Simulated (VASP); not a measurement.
Al, 1 atom in the cell. It takes space group I4/mmm (No. 139, tetragonal). Conventional cell: a = 2.948 Å, b = 2.948 Å, c = 3.927 Å, α = 90.00°, β = 90.00°, γ = 90.00°. Within 3.8 Å of Al (site symmetry 4/mmm) lie 12 Al at 2.86 to 2.95 Å.  This cell differs from its parent crystal: strain +0.030 along x and y, -0.030 along z.

| Item | Value |
| --- | --- |
| Program | VASP 6.6.1 |
| Task | single point |
| Functional | PBE |
| Dispersion | D3(BJ) |
| Potentials or basis | VASP PAW PBE potentials, release 64 (Al) |
| Cutoff | 520 eV |
| k mesh | 20 × 20 × 20 |
| Occupations | gaussian, width 0.15 eV |
| Spin | no spin polarisation |
| Dipole correction | no |
| Further INCAR settings | ALGO = Normal; EDIFF = 1e-06; NBANDS = 8 |

Potentials or basis: VASP PAW PBE potentials, release 64 (Al).

The run is started by

```sh
$ cat potpaw_PBE.64/Al/POTCAR > POTCAR
$ mpirun -np 1 vasp_std > vasp.out
```

Hardware: 1 thread of Intel(R) Xeon(R) 6975P-C (Granite Rapids) (shared host).

How long does it take, and how much memory?

Run time: 20 s on 1 thread of Intel(R) Xeon(R) 6975P-C (Granite Rapids), on a shared host, peak memory 0.19 GiB. Counts: scf iterations 10, k points 641.
